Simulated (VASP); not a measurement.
Set up this calculation in VASP 6.6.1, as the native input.

```yaml
Task: single point
Functional: PBE
Potentials_or_basis: VASP PAW PBE potentials, release 64 (Si, N)
Cutoff: 520 eV
k_mesh: 6 × 6 × 2
Occupations: gaussian, width 0.1 eV
Spin: no spin polarisation
Dipole_correction: no
Further_INCAR_settings: ALGO = Normal; EDIFF = 1e-06; NBANDS = 22
```

The structure of Si2N lies in POSCAR:

```
Si2N
1.0
    2.7110702398      0.0000000000      0.0000000000
   -1.3555351199      2.3478556991      0.0000000000
    0.0000000000      0.0000000000     11.0588477319
Si N
4 2
Direct
    0.0000000000      0.0000000000      0.7501490780
    0.0000000000      0.0000000000      0.2498509220
    0.0000000000      0.0000000000      0.0000000000
    0.0000000000      0.0000000000      0.5000000000
    0.3333333333      0.6666666667      0.9068670132
    0.6666666667      0.3333333333      0.0931329868
```

This cell differs from its parent crystal: atoms taken out.

The input as run:

INCAR

```
PREC = Accurate
ENCUT = 520
EDIFF = 1E-6
ISMEAR = 0
SIGMA = 0.1
LREAL = False
LASPH = True
NELM = 60
ALGO = Normal
ISIF = 2
LWAVE = False
LCHARG = True
GGA = PE
LELF = True
LVHAR = True
NBANDS = 22
```

KPOINTS

```
regular mesh
0
Gamma
  6 6 2
```

Potentials or basis: VASP PAW PBE potentials, release 64 (Si, N).

Command:

```bash
$ cat potpaw_PBE.64/Si/POTCAR potpaw_PBE.64/N/POTCAR > POTCAR
$ mpirun -np 1 vasp_std > vasp.out
```

Results of the run:

```
Pressure               : 0.0 GPa
Band gap on the k mesh : zero (bands 13 and 14 overlap by 5.20 eV)
```

Caveat: the k points lie up to 0.45 Å⁻¹ apart, too coarse for converged energies and pressures of a metal; the cell differs from its parent crystal (atoms taken out).

Run time: 34 s on 1 thread of Intel Xeon 8259CL (shared host), peak memory 0.18 GiB.
